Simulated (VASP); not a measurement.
# HgH5 (P6/mmm) in VASP: single point with PBE

Aim: the single point of HgH5 with PBE.

All numbers are computed with VASP 6.6.1; they aren't measurements. Logs are shortened: lines on timing, memory, paths and dates and some standing lists are left out, and cuts for length are marked.

### 1 The cell of the first run

The structure is hexagonal, space group P6/mmm (No. 191). The conventional cell has a = 4.136 Å, b = 4.136 Å, c = 2.769 Å, α = 90.00°, β = 90.00°, γ = 120.00°. Hg (site symmetry 6/mmm) has 18 H at 2.39 to 2.49 Å and 2 Hg at 2.77 Å within 3.2 Å. Within 2.5 Å of H (site symmetry mmm) lie 8 H at 1.83 to 2.07 Å and 4 Hg at 2.49 Å. H (site symmetry -6m2) has 9 H at 1.83 to 2.39 Å and 3 Hg at 2.39 Å within 2.4 Å.

### 2 Single point, PBE

Input file POSCAR:

```
HgH5
1.0
    4.1359246776      0.0000000000      0.0000000000
   -2.0679623388      3.5818158389      0.0000000000
    0.0000000000      0.0000000000      2.7687406357
Hg H
1 5
Direct
    0.0000000000      0.0000000000      0.0000000000
    0.0000000000      0.5000000000      0.5000000000
    0.3333333333      0.6666666667      0.0000000000
    0.6666666667      0.3333333333      0.0000000000
    0.5000000000      0.0000000000      0.5000000000
    0.5000000000      0.5000000000      0.5000000000
```

Input file INCAR.step1:

```
PREC = Accurate ; ENCUT = 410
EDIFF = 1E-6 ; ISMEAR = 0
SIGMA = 0.1 ; LREAL = False
LASPH = True ; NELM = 120
ALGO = Normal ; ISIF = 2
LWAVE = False ; LCHARG = True
GGA = PE ; NBANDS = 22
GGA_COMPAT = False ; NEDOS = 2001
LORBIT = 11
```

Input file KPOINTS.step1:

```
regular mesh
0
Gamma
  12 12 14
```

Input file INCAR.step2:

```
PREC = Accurate ; ENCUT = 410
EDIFF = 1E-6 ; ISMEAR = -5
SIGMA = 0.1 ; LREAL = False
LASPH = True ; NELM = 120
ALGO = Normal ; ISIF = 2
LWAVE = False ; LCHARG = False
GGA = PE ; LORBIT = 11
NBANDS = 22 ; NEDOS = 2001
ICHARG = 11 ; GGA_COMPAT = False
```

Input file KPOINTS.step2:

```
regular mesh
0
Gamma
  18 18 21
```

Potentials or basis: VASP PAW PBE potentials, release 64 (Hg_sv_GW, H).

The run is started by

```console
> cat potpaw_PBE.64/Hg_sv_GW/POTCAR potpaw_PBE.64/H/POTCAR > POTCAR
> cp INCAR.step1 INCAR
> cp KPOINTS.step1 KPOINTS
> mpirun -np 1 vasp_std > vasp.out
> cp INCAR.step2 INCAR
> cp KPOINTS.step2 KPOINTS
> mpirun -np 1 vasp_std > vasp.out
```

OUTCAR:

```text
PREC = Accurate
   ENCUT = 410
   EDIFF = 1E-6
   ISMEAR = -5
   LREAL = False
   LASPH = True
   NELM = 120
   ISIF = 2
   GGA = PE
   LORBIT = 11
   ICHARG = 11

 ion  position               nearest neighbor table
   1  0.000  0.000  0.000-
   2  0.000  0.500  0.500-
   3  0.333  0.667  0.000-
   4  0.667  0.333  0.000-
   5  0.500  0.000  0.500-
   6  0.500  0.500  0.500-

  LATTYP: Found a hexagonal cell.
 ALAT       =     4.1359246776
 C/A-ratio  =     0.6694369099

  Lattice vectors:

 A1 = (   4.1359246776,   0.0000000000,   0.0000000000)
 A2 = (  -2.0679623388,   3.5818158389,   0.0000000000)
 A3 = (   0.0000000000,   0.0000000000,   2.7687406357)

Analysis of symmetry for initial positions (statically):
=====================================================================
 Subroutine PRICEL returns:
 Original cell was already a primitive cell.

 Routine SETGRP: Setting up the symmetry group for a
 hexagonal supercell.

 Subroutine GETGRP returns: Found 24 space group operations
 (whereof 24 operations were pure point group operations)
 out of a pool of 24 trial point group operations.

The static configuration has the point symmetry D_6h.

Analysis of symmetry for dynamics (positions and initial velocities):
=====================================================================
 Subroutine PRICEL returns:
 Original cell was already a primitive cell.

 Routine SETGRP: Setting up the symmetry group for a
 hexagonal supercell.

 Subroutine GETGRP returns: Found 24 space group operations
 (whereof 24 operations were pure point group operations)
 out of a pool of 24 trial point group operations.

The dynamic configuration has the point symmetry D_6h.

 Subroutine INISYM returns: Found 24 space group operations
 (whereof 24 operations are pure point group operations),
 and found     1 'primitive' translations

----------------------------------------------------------------------------------------

                                     Primitive cell

  volume of cell :      41.0165

  direct lattice vectors                    reciprocal lattice vectors
     4.135924678  0.000000000  0.000000000     0.241783900  0.139594000  0.000000000
[... 107 lines left out ...]
   NELECT =      25.0000    total number of electrons
   NUPDOWN=      -1.0000    fix difference up-down
   EMIN   =  10.00;   EMAX   =-10.00  energy-range for DOS
   EFERMI =   0.00;   METHOD = LEGACY
   ISMEAR =    -5;   SIGMA  =   0.10  broadening in eV -4-tet -1-fermi 0-gaus
   EFERMI_NEDOS =   21; number of points for ismear=-14 and -15
   IALGO  =     38    algorithm
   IMIX   =      4    mixing-type and parameters
     AMIX     =   0.40;   BMIX     =  1.00
     AMIX_MAG =   1.60;   BMIX_MAG =  1.00
  volume/ion in A,a.u.               =       6.84        46.13
  Fermi-wavevector in a.u.,A,eV,Ry     =   1.388040  2.623016 26.213750  1.926656
  Thomas-Fermi vector in A             =   2.512204
   LORBIT       =     11    0 simple, 1 ext, 2 COOP (PROOUT), +10 PAW based schemes
   GGA     = PE    functional components
   LHFCALC =     F    Hartree Fock is set to
   AEXX    =    0.0000 exact exchange contribution
   IVDW    =     0    specifies the selected vdW correction
   LEPSILON=     F    determine dielectric tensor
   LRPA    =     F    only Hartree local field effects (RPA)
 non-spin polarized calculation
 Fermi weights with tetrahedron method with Bloechl corrections
  energy-cutoff  :      410.00
  volume of cell :       41.02
 maximum number of plane-waves:       798
 NGX is ok and might be reduce to    28

 number of electron      24.9999993 magnetization

 Free energy of the ion-electron system (eV)
  ---------------------------------------------------
  ext. energy  EPLUGINS =         0.00000000
  ---------------------------------------------------
  free energy    TOTEN  =        -9.33877126 eV

  energy without entropy =       -9.33877126  energy(sigma->0) =       -9.33877126

 E-fermi :   4.1121     XC(G=0): -11.0826

 val. band max:        4.1398877446   @ k =   0.1667   0.1667   0.4286
 cond. band min:       3.9562122153   @ k =   0.4444   0.0556   0.3810
 fundamental gap:     -0.1836755293
 Fermi energy:         4.1121297630

 k-point     1 :       0.0000    0.0000    0.0000
  band No.  band energies     occupation
      1    -111.0173      2.00000
      2     -59.4054      2.00000
      3     -59.3593      2.00000
      4     -59.3593      2.00000
      5      -7.6072      2.00000
      6      -4.6849      2.00000
[... 589 lines left out ...]
     21      19.7927      0.00000
     22      20.5173      0.00000

 [... further k-points ...]

------------------------ aborting loop because EDIFF is reached ----------------------------------------

  FORCE on cell =-STRESS in cart. coord.  units (eV):
  Direction    XX          YY          ZZ          XY          YZ          ZX
  --------------------------------------------------------------------------------------
  -------------------------------------------------------------------------------------
  Total       -0.6272288     -0.6272288     -0.6150785     -0.0000000     -0.0000000      0.0000000
  in kB      -24.5006965    -24.5006965    -24.0260839     -0.0000000     -0.0000000      0.0000000
  external PRESSURE =     -24.3424923 kB  Pullay stress =       0.0000000 kB

 VOLUME and BASIS-vectors are now :
 -----------------------------------------------------------------------------
  energy-cutoff  :      410.00
  volume of cell :       41.02
      direct lattice vectors                 reciprocal lattice vectors
     4.135924678  0.000000000  0.000000000     0.241783900  0.139594000  0.000000000
    -2.067962339  3.581815839  0.000000000     0.000000000  0.279188000  0.000000000
     0.000000000  0.000000000  2.768740636     0.000000000  0.000000000  0.361175036

 POSITION                                       TOTAL-FORCE (eV/Angst)
 -----------------------------------------------------------------------------------
      0.00000      0.00000      0.00000        -0.000000      0.000000      0.000000
     -1.03398      1.79091      1.38437        -0.000000      0.000000      0.000000
     -0.00000      2.38788      0.00000        -0.000000      0.000000      0.000000
      2.06796      1.19394      0.00000         0.000000     -0.000000     -0.000000
      2.06796      0.00000      1.38437         0.000000      0.000000      0.000000
      1.03398      1.79091      1.38437         0.000000      0.000000      0.000000
 -----------------------------------------------------------------------------------
    total drift:                               -0.000000     -0.000000     -0.000000

  FREE ENERGIE OF THE ION-ELECTRON SYSTEM (eV)
  ---------------------------------------------------
  free  energy   TOTEN  =        -9.3387712550 eV

  energy  without entropy=       -9.3387712550  energy(sigma->0) =       -9.33877126

 total charge

# of ion       s       p       d       f       tot
--------------------------------------------------
    1        2.525   6.427   8.912   0.015  17.879
    2        0.378   0.011   0.000   0.000   0.389
    3        0.387   0.012   0.000   0.000   0.400
    4        0.387   0.012   0.000   0.000   0.400
    5        0.378   0.011   0.000   0.000   0.389
    6        0.378   0.011   0.000   0.000   0.389
--------------------------------------------------
tot          4.433   6.486   8.912   0.015  19.846
```

OUTCAR.step1:

```text
PREC = Accurate
   ENCUT = 410
   EDIFF = 1E-6
   ISMEAR = 0
   LREAL = False
   LASPH = True
   NELM = 120
   ISIF = 2
   GGA = PE
   LORBIT = 11

[... 842 lines left out ...]
  free  energy   TOTEN  =        -9.3445399886 eV

  energy  without entropy=       -9.3382928265  energy(sigma->0) =       -9.34141641

 total charge

# of ion       s       p       d       f       tot
--------------------------------------------------
    1        2.526   6.426   8.912   0.015  17.879
    2        0.377   0.011   0.000   0.000   0.389
    3        0.388   0.012   0.000   0.000   0.401
    4        0.388   0.012   0.000   0.000   0.401
    5        0.377   0.011   0.000   0.000   0.389
    6        0.377   0.011   0.000   0.000   0.389
--------------------------------------------------
tot          4.434   6.485   8.912   0.015  19.846
```

OSZICAR.step1:

```text
N       E                     dE             d eps       ncg     rms          rms(c)
DAV:   1     0.255355477048E+03    0.25536E+03   -0.12158E+04  7342   0.112E+03
DAV:   2     0.697050348413E+01   -0.24838E+03   -0.22743E+03  6880   0.448E+02
DAV:   3    -0.943305932497E+01   -0.16404E+02   -0.16266E+02  8996   0.110E+02
DAV:   4    -0.991382996389E+01   -0.48077E+00   -0.48059E+00  7670   0.205E+01
DAV:   5    -0.993451200707E+01   -0.20682E-01   -0.20681E-01  9266   0.400E+00    0.255E+01
DAV:   6    -0.936679451783E+01    0.56772E+00   -0.15399E+00 10892   0.164E+01    0.186E+01
DAV:   7    -0.934335401327E+01    0.23441E-01   -0.22465E-01  8244   0.477E+00    0.609E+00
DAV:   8    -0.934628161330E+01   -0.29276E-02   -0.13797E-02  9464   0.173E+00    0.381E-01
DAV:   9    -0.934452345557E+01    0.17582E-02   -0.47424E-03  9300   0.920E-01    0.147E-01
DAV:  10    -0.934453435901E+01   -0.10903E-04   -0.11658E-04  8362   0.809E-02    0.763E-02
DAV:  11    -0.934454007780E+01   -0.57188E-05   -0.92355E-06  8770   0.354E-02    0.215E-02
DAV:  12    -0.934453998863E+01    0.89172E-07   -0.89672E-07  5126   0.110E-02
   1 F= -.93445400E+01 E0= -.93414164E+01  d E =-.624716E-02
```

Wall time 3 min (1 thread of Intel Xeon Platinum 8375C at 2.90GHz (Ice Lake), shared host); peak memory 0.4 GiB.

Results:

```yaml
Valence_electrons_inside_the_program's_atomic_spheres: Hg 17.88; H 0.39, 0.40 (each value once)
```

Levels at points of the mesh, in eV from the Fermi level:
| k point | band 10 | band 11 | band 12 | band 13 | band 14 | band 15 |
| --- | --- | --- | --- | --- | --- | --- |
| (0.00, 0.00, 0.00) | -6.21 | -1.73 | 0.29 | 0.29 | 1.79 | 3.23 |
| (0.50, 0.00, 0.00) | -6.22 | -6.13 | -2.53 | -1.26 | 4.46 | 4.68 |

Caveat: spin-orbit coupling is left out, which moves the levels of the heavy elements; tetrahedron occupations give inexact forces and stress in metals.
